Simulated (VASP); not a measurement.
Crystal: Pt.

```
Pt
1.0
     0.00000    1.96000    1.96000
     1.96000    0.00000    1.96000
     1.96000    1.96000    0.00000
Pt
1
Direct
  0.00000 0.00000 0.00000
```

| Item | Value |
| --- | --- |
| Program | VASP 6.6.1 |
| Task | relaxation of cell and atoms |
| Functional | r2SCAN |
| Potentials or basis | VASP PAW PBE potentials, release 64 (Pt) |
| Cutoff | 600 eV |
| k mesh | 36 × 36 × 36 |
| Occupations | gaussian, width 0.1 eV |
| Spin | no spin polarisation |

At the start: pressure 5.2 GPa; volume 15.06 Å³/atom.

Question: Where does the relaxation end?

Answer: Over 17 steps the energy falls by 4.3 meV/atom and the volume is 15.33 Å³/atom (+1.8 %); space group Fm-3m (No. 225, to 0.1 Å) before and after.

Step by step:
| step | energy change (eV) | largest force (eV/Å) | pressure (GPa) | volume (Å³) |
| --- | --- | --- | --- | --- |
| 1 | 0.0000 | 0.0000 | 5.20 | 15.06 |
| 2 | 0.0288 | 0.0000 | -12.28 | 16.15 |
| 3 | -0.0043 | 0.0000 | -0.08 | 15.34 |
| 4 | -0.0043 | 0.0000 | -0.04 | 15.33 |
| 5 | -0.0043 | 0.0000 | 0.08 | 15.33 |
| 6 | -0.0043 | 0.0000 | 0.10 | 15.33 |
| 7 | -0.0043 | 0.0000 | 0.11 | 15.33 |
| 8 | -0.0043 | 0.0000 | 0.09 | 15.33 |
| 9 | -0.0043 | 0.0000 | 0.10 | 15.33 |
| 10 | -0.0043 | 0.0000 | 0.10 | 15.33 |
| 11 | -0.0043 | 0.0000 | 0.10 | 15.33 |
| 12 | -0.0043 | 0.0000 | 0.09 | 15.33 |
| 13 | -0.0043 | 0.0000 | 0.09 | 15.33 |
| 14 | -0.0043 | 0.0000 | 0.09 | 15.33 |
| 15 | -0.0043 | 0.0000 | 0.09 | 15.33 |
| 16 | -0.0043 | 0.0000 | 0.08 | 15.33 |
| 17 | -0.0043 | 0.0000 | 0.02 | 15.33 |

Final structure:
```yaml
crystal:
  lattice:
    - [0.00000, 1.97185, 1.97185]
    - [1.97185, 0.00000, 1.97185]
    - [1.97185, 1.97185, 0.00000]
  atoms:
    - { symbol: Pt, position: [0.00000, 0.00000, 0.00000] }
```

Caveat: the PAW data sets were made with another functional, which shifts forces and pressure a little.
